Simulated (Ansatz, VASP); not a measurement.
# Two plane-wave programs on Pb

```
Pb
1.0
     0.00000    2.46980    2.56859
     2.46980    0.00000    2.56859
     2.46980    2.46980    0.00000
Pb
1
Direct
  0.00000 0.00000 0.00000
```

Change from the starting cell: strain +0.000 along x and y, +0.040 along z, atoms carried along.

Alike in both runs: task single point; functional LDA; k mesh 16 × 16 × 16; occupations gaussian, width 0.15 eV; no spin polarisation.

```csv
,VASP,Ansatz
version,VASP 6.6.1,Ansatz 0.2.0
potentials or method,"VASP PAW LDA potentials, release 64 (Pb_d), cutoff 520 eV","scalar-relativistic, plane waves, PAW"
valence electrons in the cell,14,14
```

|  | VASP | Ansatz | Ansatz less VASP |
| --- | --- | --- | --- |
| gap on the k mesh at the Fermi level (eV) | none | none | - |
| pressure (GPa) | -3.3 | -3.4 | -0.07 |
| traceless stress, the component that is largest in VASP (GPa) | -0.35 | -0.33 | +0.014 |

LDA's correlation is that of Perdew and Zunger in VASP and of Perdew and Wang (1992) in Ansatz. A gap of «none» marks a metal or a gap that the smearing closes.

Neither program's run includes spin-orbit coupling.
